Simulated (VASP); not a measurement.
Wanted: the native input for a VASP 6.6.1 run.

```yaml
Task: single point
Functional: PBE
Dispersion: D3(BJ)
Potentials_or_basis: VASP PAW PBE potentials, release 64 (O)
Cutoff: 520 eV
k_mesh: 1 × 1 × 1
Occupations: fermi-dirac, width 0.02 eV
Spin: collinear spin, ferromagnetic start
Starting_moments: "[1.0, 1.0, 1.0, 1.0, 1.0, 1.0, 1.0, 1.0, 1.0, 1.0, 1.0, 1.0] μB"
Dipole_correction: no
Further_INCAR_settings: ALGO = Normal; EDIFF = 1e-06; NBANDS = 52
```

The structure of O lies in POSCAR:

```
O
1.0
    6.0876040000      0.0000000000      0.0000000000
    0.0000000000      6.0876040000      0.0000000000
    0.0000000000      0.0000000000      6.0876040000
O
12
Direct
    0.5166893247      0.0277777595      0.0112030940
    0.4561071975      0.1439811131      0.1566790481
    0.7251457224      0.4679180840      0.2453181909
    0.5836450597      0.5925812520      0.1829126862
    0.7846108255      0.3533081324      0.7401926932
    0.8284704458      0.1939022315      0.6258619976
    0.5733947215      0.6947068173      0.6625266689
    0.5995462254      0.8653486659      0.5589555431
    0.0505289109      0.6552824395      0.9333064371
    0.0073099367      0.8206184239      0.8331685175
    1.1461816504      0.7149939451      0.3718868704
    1.1004986527      0.9107359809      0.3776855393
```

The input as run:

INCAR

```
PREC = Accurate ; ENCUT = 520
EDIFF = 1E-6 ; ISMEAR = -1
SIGMA = 0.02 ; LREAL = F
LASPH = T ; NELM = 150
ALGO = Normal ; ISIF = 2
LWAVE = F ; LCHARG = F
ISPIN = 2 ; MAGMOM = 1 1 1 1 1 1 1 1 1 1 1 1
LORBIT = 11 ; GGA = PE
IVDW = 12 ; NBANDS = 52
```

KPOINTS

```
regular mesh
0
Gamma
  1 1 1
```

Potentials or basis: VASP PAW PBE potentials, release 64 (O).

Command:

```bash
$ cat potpaw_PBE.64/O/POTCAR > POTCAR
$ mpirun -np 1 vasp_gam > vasp.out
```

It gave:

```
Pressure                                              : 4.3 GPa
Largest force                                         : 3.346 eV/Å
Net moment                                            : 12.00 μB per cell
Site moments                                          : O +0.80, +0.81, +0.82 (each value once) μB
Valence electrons inside the program's atomic spheres : O 4.96, 4.93, 4.91, 4.94 (each value once)
Dispersion energy per atom                            : -0.043 eV
```

Caveat: the k points lie up to 1.03 Å⁻¹ apart; the standard files for N, O and F lose accuracy on very short bonds; the atoms stand as in a frame of molecular dynamics.

Run time: 53 s on 1 thread of Intel Xeon 8259CL, on a shared host, peak memory 0.38 GiB.
